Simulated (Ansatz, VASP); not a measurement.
**CdSnO2: VASP beside Ansatz**

```
Cd Sn O
1.0
    -1.96162    1.96162    4.87539
     1.96162   -1.96162    4.87539
     1.96162    1.96162   -4.87539
Cd Sn O
1 1 2
Direct
  0.11423 0.11423 0.00000
  0.39909 0.39909 0.00000
  0.99150 0.49150 0.50000
  0.49150 0.99150 0.50000
```

Change from the starting cell: the structure that the rattled cell fell into.

Alike in both runs: functional PBE; k mesh 10 × 10 × 10; occupations gaussian, width 0.02 eV; no spin polarisation.

Ansatz relaxed the structure, and its values are those at the end. VASP's run is a single point on that final structure, the one shown.

```csv
,VASP,Ansatz
version,VASP 6.6.1,Ansatz 0.2.0
potentials or method,"VASP PAW PBE potentials, release 64 (Cd, Sn_d, O), cutoff 520 eV","scalar-relativistic, plane waves, PAW"
valence electrons in the cell,38,46
```

|  | VASP | Ansatz | Ansatz less VASP |
| --- | --- | --- | --- |
| gap on the k mesh at the Fermi level (eV) | 0.63 | 0.64 | +0.013 |
| least direct gap on the mesh (eV) | 0.96 | 0.97 | +0.006 |
| pressure (GPa) | 0.6 | 0.0 | -0.54 |
| rms of the force components (eV/Å) | 0.042 | 0.002 | -0.0400 |

The functional is the same, so the differences come from potentials, cutoffs and numerics. VASP's potentials hold 38 valence electrons a cell and Ansatz's 46, so a difference there can come from the potentials and not from the codes.
